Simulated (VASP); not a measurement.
Here is a VASP 6.6.1 calculation.

Contents of INCAR:

```
ALGO = Normal
EDIFF = 1E-6
ENCUT = 520
ISIF = 2
ISMEAR = -1
LASPH = T
LCHARG = F
LREAL = F
LWAVE = F
NBANDS = 86
NELM = 100
PREC = Accurate
SIGMA = 0.1
```

File KPOINTS:

```
k-points
0
Gamma
  3 2 3
```

File POSCAR:

```
Zr12N
1.0
    6.4600000000      0.0000000000      0.0000000000
   -4.8450000000      8.3917860000      0.0000000000
    0.0000000000      0.0000000000      5.1453900000
Zr N
12 1
Direct
    0.0589016662      0.0184942752     -0.0133323227
    0.1508557625      0.2256611405      0.5012253687
    0.0503435298      0.3347201656     -0.0008551344
    0.1238026590      0.5492394587      0.5313882913
   -0.0109688794      0.6476452093     -0.0151980705
    0.2105563589      0.8855921731      0.4814406682
    0.5975351085      0.0300055316     -0.0295021369
    0.6801087225      0.2452636423      0.4892340522
    0.5414758297      0.3355900639     -0.0211645764
    0.6627815278      0.5587964231      0.4513749201
    0.4825064423      0.6638991986      0.0394333568
    0.7101233496      0.9003089450      0.4819071052
    0.1991331711      0.8776677575      1.0349847145
```

Potentials or basis: VASP PAW LDA potentials, release 64 (Zr_sv, N).

Launch:

```console
$ cat potpaw_LDA.64/Zr_sv/POTCAR potpaw_LDA.64/N/POTCAR > POTCAR
$ mpirun -np 1 vasp_std > vasp.out
```

(1) Predict the largest force.

(2) Estimate the pressure.

Results:

(1) 2.205 eV/Å.

(2) -2.2 GPa.

Caveat: the k points lie up to 0.41 Å⁻¹ apart.
